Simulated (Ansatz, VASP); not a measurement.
# Pb in VASP and in Ansatz

```
CELL_PARAMETERS angstrom
5.69777 0.00000 0.00000
-2.84888 4.93441 0.00000
0.00000 0.00000 3.43760
ATOMIC_POSITIONS crystal
Pb 0.00000 0.00000 0.00000
Pb 0.33333 0.66667 0.50000
Pb 0.66667 0.33333 0.50000
```

Alike in both runs: task single point; functional RPBE; k mesh 8 × 8 × 12; occupations fermi-dirac, width 0.1 eV; no spin polarisation.

|  | VASP | Ansatz |
| --- | --- | --- |
| version | VASP 6.6.1 | Ansatz 0.2.0 |
| potentials or method | VASP PAW PBE potentials, release 64 (Pb_d), cutoff 520 eV | plane waves (420 eV) with PAW, scalar-relativistic |
| valence electrons in the cell | 42 | 42 |

|  | VASP | Ansatz | Ansatz less VASP |
| --- | --- | --- | --- |
| pressure (GPa) | 1.4 | 1.4 | +0.05 |

VASP's potentials were made for PBE, not for RPBE. With one functional, cell and mesh, what is left measures potentials, basis and numerics.

Neither program's run includes spin-orbit coupling.
